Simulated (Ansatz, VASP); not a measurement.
MgO in VASP and in Ansatz

INCAR

```
  PREC = Accurate
  ENCUT = 520
  EDIFF = 1E-7
  ISMEAR = 0
  SIGMA = 0.05
  LREAL = False
  LASPH = True
  NELM = 80
  ALGO = Normal
  ISIF = 2
  LWAVE = False
  LCHARG = False
  NBANDS = 11
```

File KPOINTS:

```
regular mesh
0
Gamma
  9 9 8
```

Contents of POSCAR:

```
MgO
1.0
    2.9380209034      0.0000000000      0.0000000000
   -1.4690104517      2.6970647835      0.0000000000
    0.0000000000      0.0000000000      2.6796800000
Mg O
1 1
Direct
    0.0000000000      0.0000000000      0.0000000000
    0.3333333333      0.6666666667      0.5000000000
```

Input for Ansatz:

```yaml
crystal:
  lattice:
    - [2.9380209034, 0.0, 0.0]
    - [-1.4690104517, 2.6970647835, 0.0]
    - [0.0, 0.0, 2.67968]
  atoms:
    - { symbol: Mg, position: [0.0, 0.0, 0.0] }
    - { symbol: O, position: [0.3333333333, 0.6666666667, 0.5] }
basis:
  ecutwfc: 420
kpoints:
  mp_grid: { grid: [9, 9, 8] }
hamiltonian:
  xc: lda
scf:
  occupations: { method: gaussian, width: 0.05 }
output:
  forces: true
  stress: true
  eigenvalues: true
```

Change from the starting cell: strain +0.0600 x Voigt [0, 1, 0, 0, 0, 0], atoms carried along.

Alike in both runs: task single point; functional LDA; k mesh 9 × 9 × 8; occupations gaussian, width 0.05 eV; no spin polarisation.

```csv
,VASP,Ansatz
version,VASP 6.6.1,Ansatz 0.2.0
potentials or method,"VASP PAW LDA potentials, release 64 (Mg, O), cutoff 520 eV","scalar-relativistic, plane waves, PAW"
valence electrons in the cell,8,16
```

VASP gave:

* gap on the k mesh at the Fermi level (eV): 2.32
* least direct gap on the mesh (eV): 2.67
* pressure (GPa): -16.2
* traceless stress, the component that is largest in VASP (GPa): -9.93
* rms of the force components (eV/Å): 0.069

Task: What did Ansatz give for the same quantities?

Result: gap on the k mesh at the Fermi level (eV): 2.33; least direct gap on the mesh (eV): 2.67; pressure (GPa): -14.6; traceless stress, the component that is largest in VASP (GPa): -9.88; rms of the force components (eV/Å): 0.068.

LDA's correlation is that of Perdew and Zunger in VASP and of Perdew and Wang (1992) in Ansatz. Atom by atom the forces differ by 0.001 eV/Å (rms over components). VASP's potentials hold 8 valence electrons a cell and Ansatz's 16, so a difference there can come from the potentials and not from the codes.
